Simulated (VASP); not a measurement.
InP, 2 atoms in the cell. Symmetry: I-4m2, No. 119, tetragonal system. Conventional cell: a = 4.150 Å, b = 4.150 Å, c = 5.693 Å, α = 90.00°, β = 90.00°, γ = 90.00°. In (site symmetry -4m2) has 4 P at 2.52 Å within 3.3 Å. P (site symmetry -4m2) has 4 In at 2.52 Å within 3.3 Å.  This cell differs from its parent crystal: z stretched by -3 %, then relaxed in part.

| Property | Result |
| --- | --- |
| Program | VASP 6.6.1 |
| Task | single point |
| Functional | PBE |
| Potentials or basis | VASP PAW PBE potentials, release 64 (In_d, P) |
| Cutoff | 520 eV |
| k mesh | 13 × 13 × 13 |
| Occupations | fermi-dirac, width 0.02 eV |
| Spin | no spin polarisation |
| Dipole correction | no |
| Further INCAR settings | ALGO = Normal; EDIFF = 1e-06; NBANDS = 16 |

Potentials or basis: VASP PAW PBE potentials, release 64 (In_d, P).

Run with:

```console
$ cat potpaw_PBE.64/In_d/POTCAR potpaw_PBE.64/P/POTCAR > POTCAR
$ mpirun -np 1 vasp_std > vasp.out
```

Hardware: 1 thread of Intel(R) Xeon(R) Platinum 8259CL CPU @ 2.50GHz (Skylake/Cascade Lake), with other jobs on the host.

**Question.** How long does it take, and how much memory?

**Answer.** Wall time 2 min on 1 thread of Intel(R) Xeon(R) Platinum 8259CL CPU @ 2.50GHz (Skylake/Cascade Lake), on a shared host, peak memory 0.28 GiB. Counts: scf iterations 12, k points 196.
